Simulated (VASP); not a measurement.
# Ga3Mo (Pm-3m) in VASP: notebook

Runs on Ga3Mo. Level: PBE. Tasks: single point, relaxation of cell and atoms.

Program: VASP 6.6.1. These are calculated values, not measurements. Logs are shortened: lines on timing, memory, paths and dates and some standing lists are left out, and cuts for length are marked.

## 1. The cell of the first run

The structure is cubic, space group Pm-3m (No. 221). The conventional cell has a = 3.970 Å, b = 3.970 Å, c = 3.970 Å, α = 90.00°, β = 90.00°, γ = 90.00°. Within 3.7 Å of Ga (site symmetry 4/mmm) lie 8 Ga at 2.81 Å and 4 Mo at 2.81 Å. Within 3.7 Å of Mo (site symmetry m-3m) lie 12 Ga at 2.81 Å.

## 2. Single point, PBE

File INCAR:

```
  PREC = Accurate
  ENCUT = 520
  EDIFF = 1E-7
  ISMEAR = 0
  SIGMA = 0.1
  LREAL = F
  LASPH = T
  NELM = 60
  ALGO = Normal
  ISIF = 2
  LWAVE = F
  LCHARG = T
  GGA = PE
  LELF = T
  LVHAR = T
  NBANDS = 34
```

File KPOINTS:

```
regular mesh
0
Gamma
  4 4 4
```

File POSCAR:

```
Ga3Mo
1.0
    3.9696923168      0.0000000000      0.0000000000
    0.0000000000      3.9696923168      0.0000000000
    0.0000000000      0.0000000000      3.9696923168
Ga Mo
3 1
Direct
    0.0000000000      0.5000000000      0.5000000000
    0.5000000000      0.0000000000      0.5000000000
    0.5000000000      0.5000000000      0.0000000000
    0.0000000000      0.0000000000      0.0000000000
```

Potentials or basis: VASP PAW PBE potentials, release 64 (Ga_d, Mo_sv).

Launch:

```console
$ cat potpaw_PBE.64/Ga_d/POTCAR potpaw_PBE.64/Mo_sv/POTCAR > POTCAR
$ mpirun -np 1 vasp_std > vasp.out
```

OUTCAR:

```text
PREC = Accurate
   ENCUT = 520
   EDIFF = 1E-7
   ISMEAR = 0
   LREAL = F
   LASPH = T
   NELM = 60
   ISIF = 2
   GGA = PE

 ion  position               nearest neighbor table
   1  0.000  0.500  0.500-   2 2.81   3 2.81   4 2.81   3 2.81   4 2.81   2 2.81   4 2.81   4 2.81
                             2 2.81   3 2.81   3 2.81   2 2.81
   2  0.500  0.000  0.500-   1 2.81   3 2.81   4 2.81   3 2.81   4 2.81   1 2.81   3 2.81   3 2.81
                             1 2.81   4 2.81   4 2.81   1 2.81
   3  0.500  0.500  0.000-   1 2.81   2 2.81   4 2.81   1 2.81   2 2.81   2 2.81   4 2.81   2 2.81
                             1 2.81   4 2.81   1 2.81   4 2.81
   4  0.000  0.000  0.000-   1 2.81   2 2.81   3 2.81   1 2.81   2 2.81   1 2.81   3 2.81   1 2.81
                             2 2.81   3 2.81   2 2.81   3 2.81

  LATTYP: Found a simple cubic cell.
 ALAT       =     3.9696923168

  Lattice vectors:

 A1 = (   3.9696923168,   0.0000000000,   0.0000000000)
 A2 = (   0.0000000000,   3.9696923168,   0.0000000000)
 A3 = (   0.0000000000,   0.0000000000,   3.9696923168)

Analysis of symmetry for initial positions (statically):
=====================================================================
 Subroutine PRICEL returns:
 Original cell was already a primitive cell.

 Routine SETGRP: Setting up the symmetry group for a
 simple cubic supercell.

 Subroutine GETGRP returns: Found 48 space group operations
 (whereof 48 operations were pure point group operations)
 out of a pool of 48 trial point group operations.

The static configuration has the point symmetry O_h .

Analysis of symmetry for dynamics (positions and initial velocities):
=====================================================================
 Subroutine PRICEL returns:
 Original cell was already a primitive cell.

 Routine SETGRP: Setting up the symmetry group for a
 simple cubic supercell.

 Subroutine GETGRP returns: Found 48 space group operations
 (whereof 48 operations were pure point group operations)
 out of a pool of 48 trial point group operations.

The dynamic configuration has the point symmetry O_h .

 Subroutine INISYM returns: Found 48 space group operations
 (whereof 48 operations are pure point group operations),
 and found     1 'primitive' translations

----------------------------------------------------------------------------------------

                                     Primitive cell

  volume of cell :      62.5562

  direct lattice vectors                    reciprocal lattice vectors
[... 78 lines left out ...]
   EDIFFG = 0.1E-05   stopping-criterion for IOM
   NSW    =      0    number of steps for IOM
   IBRION =     -1    ionic relax: 0-MD 1-quasi-New 2-CG
   NFREE  =      0    steps in history (QN), initial steepest desc. (CG)
   ISIF   =      2    stress and relaxation
   ISYM   =      2    0-nonsym 1-usesym 2-fastsym
   POTIM  = 0.5000    time-step for ionic-motion
   TEBEG  =    0.0;   TEEND  =   0.0 temperature during run
   PSTRESS=    0.0 pullay stress
   NELECT =      53.0000    total number of electrons
   NUPDOWN=      -1.0000    fix difference up-down
   EMIN   =  10.00;   EMAX   =-10.00  energy-range for DOS
   EFERMI =   0.00;   METHOD = LEGACY
   ISMEAR =     0;   SIGMA  =   0.10  broadening in eV -4-tet -1-fermi 0-gaus
   EFERMI_NEDOS =   21; number of points for ismear=-14 and -15
   IALGO  =     38    algorithm
   IMIX   =      4    mixing-type and parameters
     AMIX     =   0.40;   BMIX     =  1.00
     AMIX_MAG =   1.60;   BMIX_MAG =  1.00
  volume/ion in A,a.u.               =      15.64       105.54
  Fermi-wavevector in a.u.,A,eV,Ry     =   1.549090  2.927355 32.649620  2.399679
  Thomas-Fermi vector in A             =   2.653947
   LORBIT       =      0    0 simple, 1 ext, 2 COOP (PROOUT), +10 PAW based schemes
   GGA     = PE    functional components
   LHFCALC =     F    Hartree Fock is set to
   AEXX    =    0.0000 exact exchange contribution
   IVDW    =     0    specifies the selected vdW correction
   LEPSILON=     F    determine dielectric tensor
   LRPA    =     F    only Hartree local field effects (RPA)
 non-spin polarized calculation
 Gauss-broadening in eV      SIGMA  =   0.10
  energy-cutoff  :      520.00
  volume of cell :       62.56
 maximum number of plane-waves:      1743
 NGX is ok and might be reduce to    30
   NGX = 15   NGY = 15   NGZ = 15

 number of electron      52.9999981 magnetization

 Free energy of the ion-electron system (eV)
  ---------------------------------------------------
  ext. energy  EPLUGINS =         0.00000000
  ---------------------------------------------------
  free energy    TOTEN  =       -19.08136013 eV

  energy without entropy =      -19.05227451  energy(sigma->0) =      -19.06681732

 E-fermi :   8.9614     XC(G=0): -12.3526

 val. band max:        8.9209638977   @ k =   0.5000   0.5000   0.0000
 cond. band min:       8.9990279627   @ k =   0.5000   0.2500   0.2500
 fundamental gap:      0.0780640650
 Fermi energy:         8.9613610866

 k-point     1 :       0.0000    0.0000    0.0000
  band No.  band energies     occupation
      1     -52.0424      2.00000
      2     -26.1709      2.00000
      3     -26.1709      2.00000
      4     -26.1709      2.00000
      5      -6.6804      2.00000
      6      -6.6384      2.00000
[... 359 lines left out ...]
     33      19.7731      0.00000
     34      19.7736      0.00000

------------------------ aborting loop because EDIFF is reached ----------------------------------------

  FORCE on cell =-STRESS in cart. coord.  units (eV):
  Direction    XX          YY          ZZ          XY          YZ          ZX
  --------------------------------------------------------------------------------------
  -------------------------------------------------------------------------------------
  Total        0.1059457      0.1059457      0.1059457     -0.0000000      0.0000000     -0.0000000
  in kB        2.7134605      2.7134605      2.7134605     -0.0000000      0.0000000     -0.0000000
  external PRESSURE =       2.7134605 kB  Pullay stress =       0.0000000 kB

 VOLUME and BASIS-vectors are now :
 -----------------------------------------------------------------------------
  energy-cutoff  :      520.00
  volume of cell :       62.56
      direct lattice vectors                 reciprocal lattice vectors
     3.969692317  0.000000000  0.000000000     0.251908692  0.000000000  0.000000000
     0.000000000  3.969692317  0.000000000     0.000000000  0.251908692  0.000000000
     0.000000000  0.000000000  3.969692317     0.000000000  0.000000000  0.251908692

 POSITION                                       TOTAL-FORCE (eV/Angst)
 -----------------------------------------------------------------------------------
      0.00000      1.98485      1.98485         0.000000      0.000000      0.000000
      1.98485      0.00000      1.98485         0.000000      0.000000      0.000000
      1.98485      1.98485      0.00000         0.000000      0.000000      0.000000
      0.00000      0.00000      0.00000         0.000000      0.000000      0.000000
 -----------------------------------------------------------------------------------
    total drift:                                0.000000      0.000000     -0.000000

  FREE ENERGIE OF THE ION-ELECTRON SYSTEM (eV)
  ---------------------------------------------------
  free  energy   TOTEN  =       -19.0813601253 eV

  energy  without entropy=      -19.0522745075  energy(sigma->0) =      -19.06681732
```

Wall time 19 s (1 thread of Intel Xeon Platinum 8488C (Sapphire Rapids), shared host); peak memory 0.17 GiB.

What came out:

```
Free energy : -19.0814 eV
Pressure    : 0.3 GPa
```

Caveat: the k points lie up to 0.40 Å⁻¹ apart.

## 3. Single point, PBE

This run uses another cell than the first one, of 16.48 Å³/atom, 1.054 times its volume.

File INCAR:

```
PREC     = Accurate       # precision mode
ENCUT    = 520            # plane-wave cutoff, eV
EDIFF    = 1E-6           # SCF threshold, eV
ISMEAR   = 0              # smearing method
SIGMA    = 0.1            # smearing width, eV
LREAL    = False          # projectors in reciprocal space
LASPH    = True           # aspherical terms in the spheres
NELM     = 60             # most SCF steps
ALGO     = Fast           # electronic algorithm
ISIF     = 2              # what is computed and relaxed
LWAVE    = False          # write WAVECAR
LCHARG   = False          # write CHGCAR
GGA      = PE             # functional
NBANDS   = 34             # bands
```

KPOINTS is that of step 2.

File POSCAR:

```
Ga3Mo
1.0
    4.0396563786      0.0000000000      0.0000000000
    0.0000000000      4.0396563786      0.0000000000
    0.0000000000      0.0000000000      4.0396563786
Ga Mo
3 1
Direct
    0.0000000000      0.5000000000      0.5000000000
    0.5000000000      0.0000000000      0.5000000000
    0.5000000000      0.5000000000      0.0000000000
    0.0000000000      0.0000000000      0.0000000000
```

Potentials or basis: VASP PAW PBE potentials, release 64 (Ga_d, Mo_sv).

Launch:

```console
$ cat potpaw_PBE.64/Ga_d/POTCAR potpaw_PBE.64/Mo_sv/POTCAR > POTCAR
$ mpirun -np 1 vasp_std > vasp.out
```

Wall time 26 s (1 thread of Intel Xeon Platinum 8488C (Sapphire Rapids), shared host); peak memory 0.17 GiB.

It converged, with:

| Property | Result |
| --- | --- |
| Free energy | -19.0243 eV |
| Pressure | -5.5 GPa |

Levels at points of the mesh, in eV from the Fermi level:
| k point | band 22 | band 23 | band 24 | band 25 | band 26 | band 27 | band 28 | band 29 | band 30 | band 31 |
| --- | --- | --- | --- | --- | --- | --- | --- | --- | --- | --- |
| (0.00, 0.00, 0.00) | -4.15 | -2.32 | -2.32 | -2.32 | -0.55 | -0.55 | -0.55 | 2.35 | 2.35 | 2.41 |
| (0.50, 0.00, 0.00) | -3.00 | -3.00 | -2.89 | -1.34 | -0.48 | -0.18 | 1.20 | 1.20 | 2.28 | 2.94 |
| (0.50, 0.50, 0.00) | -6.86 | -5.28 | -2.20 | -2.20 | -0.04 | 0.14 | 0.23 | 1.76 | 3.10 | 3.10 |
| (0.50, 0.50, 0.50) | -6.34 | -4.99 | -3.44 | -3.44 | -3.44 | 0.19 | 0.19 | 1.31 | 1.99 | 1.99 |

Caveat: the k points lie up to 0.39 Å⁻¹ apart.

## 4. Relaxation of cell and atoms, PBE

This run uses another cell than the first one, of 16.48 Å³/atom, 1.054 times its volume.

File INCAR:

```
PREC = Accurate
ENCUT = 600
EDIFF = 1E-7
ISMEAR = 0
SIGMA = 0.1
LREAL = F
LASPH = T
NELM = 60
ALGO = Fast
ISIF = 3
LWAVE = F
LCHARG = F
GGA = PE
IBRION = 2
NSW = 90
EDIFFG = -0.04
```

File KPOINTS:

```
Automatic mesh
0
Gamma
  4 4 4
```

POSCAR is that of step 3.

Launch:

```console
$ cat potpaw_PBE.64/Ga_d/POTCAR potpaw_PBE.64/Mo_sv/POTCAR > POTCAR
$ mpirun -np 1 vasp_std > vasp.out
```

It took 1.8 min on 1 thread of Intel Xeon Platinum 8488C (Sapphire Rapids), shared host; peak memory 0.19 GiB.

It converged, with:

```yaml
Free_energy: -19.0826 eV
Relaxed_volume: 15.67 Å³/atom
Relaxed_cell: a = 3.972 Å, b = 3.972 Å, c = 3.972 Å, α = 90.00°, β = 90.00°, γ = 90.00°
Space_group_after_relaxing_to_0.05_Å: Pm-3m (No. 221)
Energy_gained_by_relaxing: 14.7 meV/atom
Ionic_steps: 3
Pressure_after_relaxing: 0.0 GPa
```

The path:
```
step  energy change (eV)  largest force (eV/Å)  pressure (GPa)  volume (Å³)
   1              0.0000                0.0000           -5.52        65.92
   2             -0.0325                0.0000            4.33        60.65
   3             -0.0589                0.0000           -0.02        62.67
```

Final structure:
```cif
data_structure
_symmetry_space_group_name_H-M 'P 1'
_symmetry_Int_Tables_number 1
_cell_length_a 3.9722
_cell_length_b 3.9722
_cell_length_c 3.9722
_cell_angle_alpha 90.000
_cell_angle_beta 90.000
_cell_angle_gamma 90.000
_cell_volume 62.67
loop_
_atom_site_label
_atom_site_type_symbol
_atom_site_fract_x
_atom_site_fract_y
_atom_site_fract_z
_atom_site_occupancy
Ga1 Ga 0.00000 0.50000 0.50000 1
Ga2 Ga 0.50000 0.00000 0.50000 1
Ga3 Ga 0.50000 0.50000 0.00000 1
Mo1 Mo 0.00000 0.00000 0.00000 1
```

Levels at points of the mesh, in eV from the Fermi level:
```csv
k point,band 22,band 23,band 24,band 25,band 26,band 27,band 28,band 29,band 30,band 31
"(0.00, 0.00, 0.00)",-4.28,-2.46,-2.46,-2.46,-0.59,-0.59,-0.59,2.49,2.67,2.67
"(0.50, 0.00, 0.00)",-3.20,-3.20,-3.10,-1.16,-0.52,-0.19,1.23,1.23,2.30,3.08
"(0.50, 0.50, 0.00)",-7.03,-5.54,-2.35,-2.35,-0.04,0.12,0.26,1.76,3.25,3.25
"(0.50, 0.50, 0.50)",-6.51,-5.29,-3.62,-3.62,-3.62,0.21,0.21,1.47,2.20,2.20
```

Caveat: the k points lie up to 0.40 Å⁻¹ apart in the final cell.

## 5. Single point, PBE

This run uses another cell than the first one, of 15.61 Å³/atom, 0.998 times its volume.

File INCAR:

```
SYSTEM = Ga3Mo
  PREC = Accurate
  ENCUT = 520
  EDIFF = 1E-6
  ISMEAR = 0
  SIGMA = 0.1
  LREAL = .False.
  LASPH = .True.
  NELM = 80
  ALGO = Fast
  ISIF = 2
  LWAVE = .False.
  LCHARG = .False.
  GGA = PE
  NBANDS = 34
```

File KPOINTS:

```
Automatic mesh
0
Gamma
  12 12 12
  0 0 0
```

File POSCAR:

```
Ga3Mo
1.0
    3.9669689333      0.0000000000      0.0000000000
    0.0000000000      3.9669689333      0.0000000000
    0.0000000000      0.0000000000      3.9669689333
Ga Mo
3 1
Direct
    0.0000000000      0.5000000000      0.5000000000
    0.5000000000      0.0000000000      0.5000000000
    0.5000000000      0.5000000000      0.0000000000
    0.0000000000      0.0000000000      0.0000000000
```

Launch:

```console
$ cat potpaw_PBE.64/Ga_d/POTCAR potpaw_PBE.64/Mo_sv/POTCAR > POTCAR
$ mpirun -np 1 vasp_std > vasp.out
```

Wall time 4.7 min (1 thread of Intel Xeon Platinum 8488C (Sapphire Rapids), shared host); peak memory 0.27 GiB.

Results (log left out):

```yaml
Free_energy: -18.9876 eV
Pressure: 0.4 GPa
```

Levels at points of the mesh, in eV from the Fermi level:
| k point | band 24 | band 25 | band 26 | band 27 | band 28 | band 29 |
| --- | --- | --- | --- | --- | --- | --- |
| (0.00, 0.00, 0.00) | -2.45 | -2.45 | -0.58 | -0.58 | -0.58 | 2.53 |
| (0.50, 0.00, 0.00) | -3.10 | -1.12 | -0.51 | -0.19 | 1.25 | 1.25 |
| (0.50, 0.50, 0.00) | -2.35 | -2.35 | -0.03 | 0.14 | 0.27 | 1.79 |
| (0.50, 0.50, 0.50) | -3.61 | -3.61 | -3.61 | 0.21 | 0.21 | 1.50 |

## 6. Overview

```csv
task,cell,k mesh,cutoff (eV),gap on the mesh (eV),pressure (GPa)
single point,"a = 3.970 Å, 4 atoms",4 × 4 × 4,520,none,0.3
single point,"a = 4.040 Å, 4 atoms",4 × 4 × 4,520,none,-5.5
relaxation of cell and atoms,"relaxed from a = 4.040 Å, 4 atoms",4 × 4 × 4,600,none,0.0
single point,"a = 3.967 Å, 4 atoms",12 × 12 × 12,520,none,0.4
```

Alike in all rows: level PBE; potentials or basis VASP PAW PBE potentials, release 64 (Ga_d, Mo_sv); no spin polarisation; smearing gaussian 0.1 eV.

Caveats: some runs use coarse meshes.

Absolute energies hang on the potentials; compare differences alone.
